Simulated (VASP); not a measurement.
# ZnO (P6_3mc) in VASP: a series of runs

Runs on ZnO. Level: PBE. Tasks: single point.

Everything below comes from runs of VASP 6.6.1. Logs are shortened: lines on timing, memory, paths and dates and some standing lists are left out, and cuts for length are marked.

**1. The cell of the first run**

Symmetry: P6_3mc, No. 186, hexagonal system. The conventional cell has a = 3.017 Å, b = 3.017 Å, c = 5.505 Å, α = 90.00°, β = 90.00°, γ = 120.00°. Within 2.5 Å of Zn (site symmetry 3m) lie 4 O at 1.86 to 2.09 Å. O (site symmetry 3m) has 4 Zn at 1.86 to 2.09 Å within 2.5 Å.

**2. Single point, PBE (strain -0.080 along x and y, +0.040 along z)**

INCAR reads:

```
  PREC = Accurate
  ENCUT = 520
  EDIFF = 1E-6
  ISMEAR = 0
  SIGMA = 0.05
  LREAL = False
  LASPH = True
  NELM = 80
  ALGO = Normal
  ISIF = 2
  LWAVE = False
  LCHARG = True
  GGA = PE
  LELF = True
  LVHAR = True
  NBANDS = 26
```

KPOINTS reads:

```
Automatic mesh
0
Gamma
  12 12 6
```

POSCAR reads:

```
ZnO
1.0
    3.0171172954      0.0000000000      0.0000000000
   -1.5085586477      2.6129002241      0.0000000000
    0.0000000000      0.0000000000      5.5048556811
Zn O
2 2
Direct
    0.3333333333      0.6666666667      0.0015026881
    0.6666666667      0.3333333333      0.5015026881
    0.3333333333      0.6666666667      0.3805973119
    0.6666666667      0.3333333333      0.8805973119
```

Potentials or basis: VASP PAW PBE potentials, release 64 (Zn, O).

Run with:

```sh
cat potpaw_PBE.64/Zn/POTCAR potpaw_PBE.64/O/POTCAR > POTCAR
mpirun -np 1 vasp_std > vasp.out
```

OUTCAR:

```text
PREC = Accurate
   ENCUT = 520
   EDIFF = 1E-6
   ISMEAR = 0
   LREAL = False
   LASPH = True
   NELM = 80
   ISIF = 2
   GGA = PE

 ion  position               nearest neighbor table
   1  0.333  0.667  0.002-   4 1.86   4 1.86   4 1.86   3 2.09
   2  0.667  0.333  0.502-   3 1.86   3 1.86   3 1.86   4 2.09
   3  0.333  0.667  0.381-   2 1.86   2 1.86   2 1.86   1 2.09
   4  0.667  0.333  0.881-   1 1.86   1 1.86   1 1.86   2 2.09

  LATTYP: Found a hexagonal cell.
 ALAT       =     3.0171172954
 C/A-ratio  =     1.8245414885

  Lattice vectors:

 A1 = (   3.0171172954,   0.0000000000,   0.0000000000)
 A2 = (  -1.5085586477,   2.6129002241,   0.0000000000)
 A3 = (   0.0000000000,   0.0000000000,   5.5048556811)

Analysis of symmetry for initial positions (statically):
=====================================================================
 Subroutine PRICEL returns:
 Original cell was already a primitive cell.

 Routine SETGRP: Setting up the symmetry group for a
 hexagonal supercell.

 Subroutine GETGRP returns: Found 12 space group operations
 (whereof  6 operations were pure point group operations)
 out of a pool of 24 trial point group operations.

The static configuration has the point symmetry C_3v.
 The point group associated with its full space group is C_6v.

Analysis of symmetry for dynamics (positions and initial velocities):
=====================================================================
 Subroutine PRICEL returns:
 Original cell was already a primitive cell.

 Routine SETGRP: Setting up the symmetry group for a
 hexagonal supercell.

 Subroutine GETGRP returns: Found 12 space group operations
 (whereof  6 operations were pure point group operations)
 out of a pool of 24 trial point group operations.

The dynamic configuration has the point symmetry C_3v.
 The point group associated with its full space group is C_6v.

 Subroutine INISYM returns: Found 12 space group operations
 (whereof  6 operations are pure point group operations),
 and found     1 'primitive' translations

----------------------------------------------------------------------------------------

                                     Primitive cell

  volume of cell :      43.3971

  direct lattice vectors                    reciprocal lattice vectors
     3.017117295  0.000000000  0.000000000     0.331442202  0.191358245  0.000000000
[... 90 lines left out ...]
   EDIFF  = 0.1E-05   stopping-criterion for ELM
   LREAL  =      F    real-space projection
   EDIFFG = 0.1E-04   stopping-criterion for IOM
   NSW    =      0    number of steps for IOM
   IBRION =     -1    ionic relax: 0-MD 1-quasi-New 2-CG
   NFREE  =      0    steps in history (QN), initial steepest desc. (CG)
   ISIF   =      2    stress and relaxation
   ISYM   =      2    0-nonsym 1-usesym 2-fastsym
   POTIM  = 0.5000    time-step for ionic-motion
   TEBEG  =    0.0;   TEEND  =   0.0 temperature during run
   PSTRESS=    0.0 pullay stress
   NELECT =      36.0000    total number of electrons
   NUPDOWN=      -1.0000    fix difference up-down
   EMIN   =  10.00;   EMAX   =-10.00  energy-range for DOS
   EFERMI =   0.00;   METHOD = LEGACY
   ISMEAR =     0;   SIGMA  =   0.05  broadening in eV -4-tet -1-fermi 0-gaus
   EFERMI_NEDOS =   21; number of points for ismear=-14 and -15
   IALGO  =     38    algorithm
   IMIX   =      4    mixing-type and parameters
     AMIX     =   0.40;   BMIX     =  1.00
     AMIX_MAG =   1.60;   BMIX_MAG =  1.00
  volume/ion in A,a.u.               =      10.85        73.21
  Fermi-wavevector in a.u.,A,eV,Ry     =   1.538233  2.906838 32.193555  2.366160
  Thomas-Fermi vector in A             =   2.644630
   LORBIT       =      0    0 simple, 1 ext, 2 COOP (PROOUT), +10 PAW based schemes
   GGA     = PE    functional components
   LHFCALC =     F    Hartree Fock is set to
   AEXX    =    0.0000 exact exchange contribution
   IVDW    =     0    specifies the selected vdW correction
   LEPSILON=     F    determine dielectric tensor
   LRPA    =     F    only Hartree local field effects (RPA)
 non-spin polarized calculation
 Gauss-broadening in eV      SIGMA  =   0.05
  energy-cutoff  :      520.00
  volume of cell :       43.40
 maximum number of plane-waves:      1196
 NGX is ok and might be reduce to    24
   NGX = 11   NGY = 11   NGZ = 21

 number of electron      36.0000003 magnetization

 Free energy of the ion-electron system (eV)
  ---------------------------------------------------
  ext. energy  EPLUGINS =         0.00000000
  ---------------------------------------------------
  free energy    TOTEN  =       -17.03980480 eV

  energy without entropy =      -17.03980480  energy(sigma->0) =      -17.03980480

 E-fermi :   2.5751     XC(G=0): -11.4136

 val. band max:        2.2705196832   @ k =   0.0000   0.0000   0.0000
 cond. band min:       2.8463941727   @ k =   0.0000   0.0000   0.0000
 fundamental gap:      0.5758744895
 Fermi energy:         2.5751313494

 k-point     1 :       0.0000    0.0000    0.0000
  band No.  band energies     occupation
      1     -16.8536      2.00000
      2     -16.2064      2.00000
      3      -4.6072      2.00000
      4      -4.2249      2.00000
      5      -4.2249      2.00000
      6      -4.1527      2.00000
[... 685 lines left out ...]
     25      16.6639      0.00000
     26      17.1220      0.00000

 [... further k-points ...]

------------------------ aborting loop because EDIFF is reached ----------------------------------------

  FORCE on cell =-STRESS in cart. coord.  units (eV):
  Direction    XX          YY          ZZ          XY          YZ          ZX
  --------------------------------------------------------------------------------------
  -------------------------------------------------------------------------------------
  Total       10.5556573     10.5556573      0.9804741      0.0000000      0.0000000      0.0000000
  in kB      389.7040394    389.7040395     36.1980984      0.0000000      0.0000000      0.0000000
  external PRESSURE =     271.8687258 kB  Pullay stress =       0.0000000 kB

 VOLUME and BASIS-vectors are now :
 -----------------------------------------------------------------------------
  energy-cutoff  :      520.00
  volume of cell :       43.40
      direct lattice vectors                 reciprocal lattice vectors
     3.017117295  0.000000000  0.000000000     0.331442202  0.191358245  0.000000000
    -1.508558648  2.612900224  0.000000000     0.000000000  0.382716489  0.000000000
     0.000000000  0.000000000  5.504855681     0.000000000  0.000000000  0.181657805

 POSITION                                       TOTAL-FORCE (eV/Angst)
 -----------------------------------------------------------------------------------
     -0.00000      1.74193      0.00827         0.000000     -0.000000      1.419883
      1.50856      0.87097      2.76070        -0.000000      0.000000      1.419883
     -0.00000      1.74193      2.09513        -0.000000     -0.000000     -1.419883
      1.50856      0.87097      4.84756         0.000000     -0.000000     -1.419883
 -----------------------------------------------------------------------------------
    total drift:                                0.000000      0.000001      0.002748

  FREE ENERGIE OF THE ION-ELECTRON SYSTEM (eV)
  ---------------------------------------------------
  free  energy   TOTEN  =       -17.0398048048 eV

  energy  without entropy=      -17.0398048048  energy(sigma->0) =      -17.03980480
```

OSZICAR:

```text
N       E                     dE             d eps       ncg     rms          rms(c)
DAV:   1     0.297862124305E+03    0.29786E+03   -0.18237E+04  4016   0.208E+03
DAV:   2     0.102283244179E+02   -0.28763E+03   -0.26860E+03  4124   0.418E+02
DAV:   3    -0.198939311324E+02   -0.30122E+02   -0.29746E+02  4370   0.139E+02
DAV:   4    -0.204356189889E+02   -0.54169E+00   -0.54065E+00  4416   0.188E+01
DAV:   5    -0.204382630375E+02   -0.26440E-02   -0.26439E-02  4468   0.137E+00    0.179E+01
DAV:   6    -0.168520781520E+02    0.35862E+01   -0.67854E+00  6276   0.609E+01    0.114E+01
DAV:   7    -0.170783794449E+02   -0.22630E+00   -0.30850E+00  4068   0.167E+01    0.649E+00
DAV:   8    -0.170871562661E+02   -0.87768E-02   -0.48034E-01  5938   0.756E+00    0.166E+00
DAV:   9    -0.170369424380E+02    0.50214E-01   -0.10761E-01  5956   0.664E+00    0.287E-01
DAV:  10    -0.170398076098E+02   -0.28652E-02   -0.38101E-02  4038   0.133E+00    0.146E-01
DAV:  11    -0.170397626264E+02    0.44983E-04   -0.56619E-04  5236   0.284E-01    0.403E-02
DAV:  12    -0.170398112839E+02   -0.48657E-04   -0.71346E-05  4294   0.823E-02    0.315E-02
DAV:  13    -0.170398055232E+02    0.57606E-05   -0.20907E-05  5510   0.880E-02    0.842E-03
DAV:  14    -0.170398048048E+02    0.71844E-06   -0.69319E-06  4326   0.388E-02
   1 F= -.17039805E+02 E0= -.17039805E+02  d E =-.538908E-17
```

stdout:

```text
POSCAR found type information on POSCAR ZnO
 POSCAR found :  2 types and       4 ions
 scaLAPACK will be used
 LDA part: xc-table for (Slater+PW92), standard interpolation
 POSCAR, INCAR and KPOINTS ok, starting setup
 FFT: planning ... GRIDC
 FFT: planning ... GRID_SOFT
 FFT: planning ... GRID
 WAVECAR not read
 entering main loop
```

Wall time 100 s (1 thread of Intel Xeon 8259CL, shared host); peak memory 0.21 GiB.

What came out:

* Free energy: -17.0398 eV
* Pressure: 27.2 GPa
* Largest force: 1.420 eV/Å
* Band gap on the k mesh: 0.58 eV

Forces on the atoms (eV/Å):
```
Zn   0.000  0.000  1.420
Zn   0.000  0.000  1.420
O    0.000  0.000 -1.420
O    0.000  0.000 -1.420
```

Stress tensor (GPa, compression positive):
```
38.97  0.00  0.00
 0.00 38.97  0.00
 0.00  0.00  3.62
```

Caveat: the cell differs from its parent crystal (strain -0.080 along x and y, +0.040 along z); the cell stands under pressure; forces of over 1 eV/Å act on the atoms, so gaps and moduli don't describe the material at rest.

**3. Single point, PBE (strain -0.040 along x and y, -0.040 along z)**

INCAR reads:

```
PREC     = Accurate       # precision mode
ENCUT    = 520            # plane-wave cutoff, eV
EDIFF    = 1E-6           # SCF threshold, eV
ISMEAR   = 0              # smearing method
SIGMA    = 0.05           # smearing width, eV
LREAL    = F              # projectors in reciprocal space
LASPH    = T              # aspherical terms in the spheres
NELM     = 60             # most SCF steps
ALGO     = Normal         # electronic algorithm
ISIF     = 2              # what is computed and relaxed
LWAVE    = F              # write WAVECAR
LCHARG   = F              # write CHGCAR
GGA      = PE             # functional
NBANDS   = 26             # bands
```

KPOINTS is that of step 2.

POSCAR reads:

```
ZnO
1.0
    3.1482963083      0.0000000000      0.0000000000
   -1.5741481541      2.7265045816      0.0000000000
    0.0000000000      0.0000000000      5.0814052441
Zn O
2 2
Direct
    0.3333333333      0.6666666667      0.0015026881
    0.6666666667      0.3333333333      0.5015026881
    0.3333333333      0.6666666667      0.3805973119
    0.6666666667      0.3333333333      0.8805973119
```

Potentials or basis: VASP PAW PBE potentials, release 64 (Zn, O).

Run with:

```sh
cat potpaw_PBE.64/Zn/POTCAR potpaw_PBE.64/O/POTCAR > POTCAR
mpirun -np 1 vasp_std > vasp.out
```

Wall time 82 s (1 thread of Intel Xeon 8259CL, shared host); peak memory 0.2 GiB.

It converged, with:

| Property | Result |
| --- | --- |
| Free energy | -17.4838 eV |
| Pressure | 22.3 GPa |
| Largest force | 0.010 eV/Å |
| Band gap on the k mesh | 0.90 eV |

Forces in eV/Å, atoms in the order of the input:
```
Zn   0.000  0.000  0.010
Zn   0.000  0.000  0.010
O    0.000  0.000 -0.010
O    0.000  0.000 -0.010
```

Stress tensor (GPa, compression positive):
```
22.34  0.00  0.00
 0.00 22.34  0.00
 0.00  0.00 22.14
```

Levels at points of the mesh, in eV from the valence-band top:
| k point | band 14 | band 15 | band 16 | band 17 | band 18 | band 19 | band 20 | band 21 | band 22 | band 23 |
| --- | --- | --- | --- | --- | --- | --- | --- | --- | --- | --- |
| (0.00, 0.00, 0.00) | -0.90 | -0.90 | -0.12 | 0.00 | 0.00 | 0.90 | 5.55 | 8.47 | 13.35 | 13.35 |
| (0.50, 0.00, 0.00) | -3.83 | -3.09 | -2.56 | -1.44 | -0.96 | 6.15 | 6.97 | 7.66 | 9.11 | 11.04 |
| (0.00, 0.00, 0.50) | -2.32 | -0.45 | -0.45 | -0.45 | -0.45 | 3.65 | 3.65 | 10.40 | 10.40 | 13.65 |
| (0.50, 0.00, 0.50) | -3.94 | -1.70 | -1.70 | -1.55 | -1.55 | 5.84 | 5.84 | 8.93 | 8.93 | 11.65 |

Caveat: the cell differs from its parent crystal (strain -0.040 along x and y, -0.040 along z); the cell stands under pressure.
